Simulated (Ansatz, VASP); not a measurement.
**Two plane-wave programs on Ag**

INCAR

```
PREC = Accurate
ENCUT = 520
EDIFF = 1E-6
ISMEAR = 0
SIGMA = 0.15
LREAL = F
LASPH = T
NELM = 100
ALGO = Fast
ISIF = 2
LWAVE = F
LCHARG = F
GGA = PS
NBANDS = 18
```

File KPOINTS:

```
regular mesh
0
Gamma
  16 16 12
```

The input POSCAR:

```
Ag
1.0
    0.0000000000     -2.0431000000     -2.0431000000
    0.0000000000      2.0431000000     -2.0431000000
    4.0862000000      0.0000000000      0.0000000000
Ag
2
Direct
    0.4889873232      0.5110126768      0.5000000000
    0.0110126768     -0.0110126768      0.0000000000
```

Input for Ansatz:

```yaml
crystal:
  lattice:
    - [0.0, -2.0431, -2.0431]
    - [0.0, 2.0431, -2.0431]
    - [4.0862, 0.0, 0.0]
  atoms:
    - { symbol: Ag, position: [0.4889873232, 0.5110126768, 0.5] }
    - { symbol: Ag, position: [0.0110126768, -0.0110126768, 0.0] }
basis:
  ecutwfc: 420
kpoints:
  mp_grid: { grid: [16, 16, 12] }
hamiltonian:
  xc: pbesol
scf:
  occupations: { method: gaussian, width: 0.15 }
output:
  forces: true
  stress: true
  eigenvalues: true
```

Change from the starting cell: mode 4 (111.8 1/cm) frozen in, largest displacement +0.045 Å.

Alike in both runs: task single point; functional PBEsol; k mesh 16 × 16 × 12; occupations gaussian, width 0.15 eV; no spin polarisation.

```csv
,VASP,Ansatz
version,VASP 6.6.1,Ansatz 0.2.0
potentials or method,"VASP PAW PBE potentials, release 64 (Ag), cutoff 520 eV","scalar-relativistic, plane waves, PAW"
valence electrons in the cell,22,38
```

|  | VASP | Ansatz | Ansatz less VASP |
| --- | --- | --- | --- |
| gap on the k mesh at the Fermi level (eV) | none | none | - |
| pressure (GPa) | -2.7 | -2.5 | +0.22 |
| traceless stress, the component that is largest in VASP (GPa) | 0.16 | 0.16 | +0.003 |
| rms of the force components (eV/Å) | 0.129 | 0.130 | +0.0012 |

VASP's potentials were made for PBE, not for PBEsol. Atom by atom the forces differ by 0.001 eV/Å (rms over components). A gap of «none» marks a metal or a gap that the smearing closes. VASP's potentials hold 22 valence electrons a cell and Ansatz's 38, so a difference there can come from the potentials and not from the codes.
